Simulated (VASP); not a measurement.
TiC, 2 atoms in the cell. Symmetry: Fm-3m, No. 225, cubic system. The conventional cell has a = 4.357 Å, b = 4.357 Å, c = 4.357 Å, α = 90.00°, β = 90.00°, γ = 90.00°. Within 2.9 Å of Ti (site symmetry m-3m) lie 6 C at 2.18 Å. C (site symmetry m-3m) has 6 Ti at 2.18 Å within 2.9 Å. 

```yaml
Program: VASP 6.6.1
Task: electric field gradients
Functional: PBEsol
Potentials_or_basis: VASP PAW PBE potentials, release 64 (Ti_sv, C)
Cutoff: 520 eV
k_mesh: 16 × 16 × 16
Occupations: fermi-dirac, width 0.03 eV
Spin: no spin polarisation
Dipole_correction: no
Further_INCAR_settings: ALGO = Normal; EDIFF = 1e-08; NBANDS = 15
```

Potentials or basis: VASP PAW PBE potentials, release 64 (Ti_sv, C).

Run with:

```console
$ cat potpaw_PBE.64/Ti_sv/POTCAR potpaw_PBE.64/C/POTCAR > POTCAR
$ mpirun -np 1 vasp_std > vasp.out
```

Hardware: 1 thread of Intel Xeon 8259CL, with other jobs on the host.

Task: Estimate the wall time of this run.

Result: It took 52 s on 1 thread of Intel Xeon 8259CL, on a shared host, peak memory 0.18 GiB. Counts: scf iterations 18, k points 145.
